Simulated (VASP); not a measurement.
Input of a VASP 6.6.1 run:

Contents of INCAR:

```
SYSTEM = TiO2
PREC = Accurate ; ENCUT = 520
EDIFF = 1E-7 ; ISMEAR = 0
SIGMA = 0.02 ; LREAL = .FALSE.
LASPH = .TRUE. ; NELM = 150
ALGO = Normal ; ISIF = 2
LWAVE = .FALSE. ; LCHARG = .FALSE.
LMAXMIX = 4 ; LDAU = .TRUE.
LDAUTYPE = 2 ; LDAUL = 2 -1
LDAUU = 4 0 ; LDAUJ = 0 0
LDAUPRINT = 1 ; GGA = PE
NBANDS = 33
```

Contents of KPOINTS:

```
Automatic mesh
0
G
  8 8 8
  0 0 0
```

File POSCAR:

```
TiO2
1.0
   -1.9089568622      1.9089568622      4.8878380517
    1.9089568622     -1.9089568622      4.8878380517
    1.9089568622      1.9089568622     -4.8878380517
Ti O
2 4
Direct
    0.0000000000      0.0000000000      0.0000000000
    0.7500000000      0.2500000000      0.5000000000
    0.2053163549      0.2053163549      0.0000000000
    0.9553163549      0.4553163549      0.5000000000
    0.5446836451      0.0446836451      0.5000000000
    0.7946836451      0.7946836451      0.0000000000
```

Potentials or basis: VASP PAW PBE potentials, release 64 (Ti_sv, O).

The run is started by

```sh
$ cat potpaw_PBE.64/Ti_sv/POTCAR potpaw_PBE.64/O/POTCAR > POTCAR
$ mpirun -np 1 vasp_std > vasp.out
```

Problem. Estimate the pressure.

Solution. 4.2 GPa.

Problem. Predict the band gap on the k mesh.

Solution. 2.68 eV (least direct gap 2.95 eV).

Stress tensor (GPa, compression positive):
```
4.50 0.00 0.00
0.00 4.50 0.00
0.00 0.00 3.55
```

Caveat: the cell stands under pressure. A k mesh can miss the band edges.
